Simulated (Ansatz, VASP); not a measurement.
Two plane-wave programs on MnO

Contents of INCAR:

```
SYSTEM = MnO
  PREC = Accurate
  ENCUT = 520
  EDIFF = 1E-6
  ISMEAR = -1
  SIGMA = 0.03
  LREAL = .False.
  LASPH = .True.
  NELM = 150
  ALGO = Normal
  ISIF = 2
  LWAVE = .False.
  LCHARG = .False.
  ISPIN = 2
  MAGMOM = 4.5 0
  LORBIT = 11
  LMAXMIX = 4
  LDAU = .True.
  LDAUTYPE = 2
  LDAUL = 2 -1
  LDAUU = 6.4 0
  LDAUJ = 0 0
  LDAUPRINT = 1
  NBANDS = 20
```

Contents of KPOINTS:

```
Automatic mesh
0
Gamma
  8 8 8
  0 0 0
```

POSCAR

```
MnO
1.0
    0.0000000000      2.2050000000      2.2050000000
    2.2050000000      0.0000000000      2.2050000000
    2.2050000000      2.2050000000      0.0000000000
Mn O
1 1
Direct
    0.0000000000      0.0000000000      0.0000000000
    0.5000000000      0.5000000000      0.5000000000
```

Input for Ansatz:

```yaml
crystal:
  lattice:
    - [0.0, 2.205, 2.205]
    - [2.205, 0.0, 2.205]
    - [2.205, 2.205, 0.0]
  atoms:
    - { symbol: Mn, position: [0.0, 0.0, 0.0], spin: 4.5 }
    - { symbol: O, position: [0.5, 0.5, 0.5] }
magnetization:
  spin_polarized: true
hamiltonian:
  xc: lda
  pseudopotentials: { kind: paw }
  hubbard: { sites: [{ species: Mn, l: d, u_eff: 6.4 }] }
basis:
  ecutwfc: 420
kpoints:
  mp_grid: { grid: [8, 8, 8] }
scf:
  occupations: { method: fermi_dirac, width: 0.03 }
  lower_state_search: "off"
output:
  forces: true
  stress: true
```

Alike in both runs: task single point; functional LDA; k mesh 8 × 8 × 8; occupations fermi-dirac, width 0.03 eV; collinear spin; Hubbard terms Mn d U = 6.4 eV.

```csv
,VASP,Ansatz
version,VASP 6.6.1,Ansatz 0.2.0
potentials or method,"VASP PAW LDA potentials, release 64 (Mn_pv, O), cutoff 520 eV","PAW, plane waves, scalar-relativistic"
valence electrons in the cell,19,21
```

|  | VASP | Ansatz | Ansatz less VASP |
| --- | --- | --- | --- |
| pressure (GPa) | 0.2 | 3.8 | +3.51 |
| net moment per atom (μB) | 2.50 | 2.50 | 0.000 |
| size of the moment on the site where the two differ most (μB) | 4.65 | 4.28 | -0.377 |

LDA's correlation is that of Perdew and Zunger in VASP and of Perdew and Wang (1992) in Ansatz. Site moments also hang on the region over which each program counts them. The programs project onto different local orbitals, so the same U acts differently, and such runs can settle in different states. VASP's potentials hold 19 valence electrons a cell and Ansatz's 21, so a difference there can come from the potentials and not from the codes.
